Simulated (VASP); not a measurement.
Set up this calculation in VASP 6.6.1, as the native input.

```
Task                   : single point
Functional             : r2SCAN
Potentials or basis    : VASP PAW PBE potentials, release 64 (Ga_d, P)
Cutoff                 : 550 eV
k mesh                 : 6 × 6 × 6
Occupations            : gaussian, width 0.001 eV
Spin                   : no spin polarisation
Dipole correction      : no
Further INCAR settings : ALGO = Normal; EDIFF = 1e-06; NBANDS = 16
```

Crystal: GaP.

```
Ga P
1.0
     0.00000    2.72540    2.72540
     2.72540    0.00000    2.72540
     2.72540    2.72540    0.00000
Ga P
1 1
Direct
  0.00000 0.00000 0.00000
  0.25000 0.25000 0.25000
```

These files were run (other wordings do the same):

POSCAR

```
GaP
1.0
    0.0000000000      2.7253992957      2.7253992957
    2.7253992957      0.0000000000      2.7253992957
    2.7253992957      2.7253992957      0.0000000000
Ga P
1 1
Direct
    0.0000000000      0.0000000000      0.0000000000
    0.2500000000      0.2500000000      0.2500000000
```

INCAR.step1

```
SYSTEM = GaP
ALGO     = Normal         ! electronic algorithm
EDIFF    = 1E-5           ! SCF threshold, eV
ENCUT    = 550            ! plane-wave cutoff, eV
GGA      = PE             ! functional
GGA_COMPAT= .False.      
ISMEAR   = 0              ! smearing method
LASPH    = .True.         ! aspherical terms in the spheres
LCHARG   = .False.        ! write CHGCAR
LREAL    = .False.        ! projectors in reciprocal space
LWAVE    = .True.         ! write WAVECAR
NBANDS   = 16             ! bands
NELM     = 120            ! most SCF steps
PREC     = Accurate       ! precision mode
SIGMA    = 0.001          ! smearing width, eV
```

INCAR.step2

```
SYSTEM = GaP
ALGO     = Normal         ! electronic algorithm
EDIFF    = 1E-6           ! SCF threshold, eV
ENCUT    = 550            ! plane-wave cutoff, eV
GGA_COMPAT= .False.      
ISIF     = 2              ! what is computed and relaxed
ISMEAR   = 0              ! smearing method
ISTART   = 1            
LASPH    = .True.         ! aspherical terms in the spheres
LCHARG   = .False.        ! write CHGCAR
LMIXTAU  = .True.       
LREAL    = .False.        ! projectors in reciprocal space
LWAVE    = .False.        ! write WAVECAR
METAGGA  = R2SCAN         ! meta-GGA
NBANDS   = 16             ! bands
NELM     = 120            ! most SCF steps
PREC     = Accurate       ! precision mode
SIGMA    = 0.001          ! smearing width, eV
```

KPOINTS

```
k-points
0
Gamma
  6 6 6
  0 0 0
```

Potentials or basis: VASP PAW PBE potentials, release 64 (Ga_d, P).

Run with:

```console
$ cat potpaw_PBE.64/Ga_d/POTCAR potpaw_PBE.64/P/POTCAR > POTCAR
$ cp INCAR.step1 INCAR
$ mpirun -np 1 vasp_std > vasp.out
$ cp INCAR.step2 INCAR
$ mpirun -np 1 vasp_std > vasp.out
```

Results of the run:

| Property | Result |
| --- | --- |
| Pressure | 0.0 GPa |
| Band gap on the k mesh | 1.91 eV (least direct gap 2.34 eV) |

Caveat: the PAW data sets were made with another functional, which shifts forces and pressure a little.

It took 46 s on 1 thread of Intel(R) Xeon(R) Platinum 8375C CPU @ 2.90GHz (Ice Lake), with other jobs on the host, peak memory 0.17 GiB.
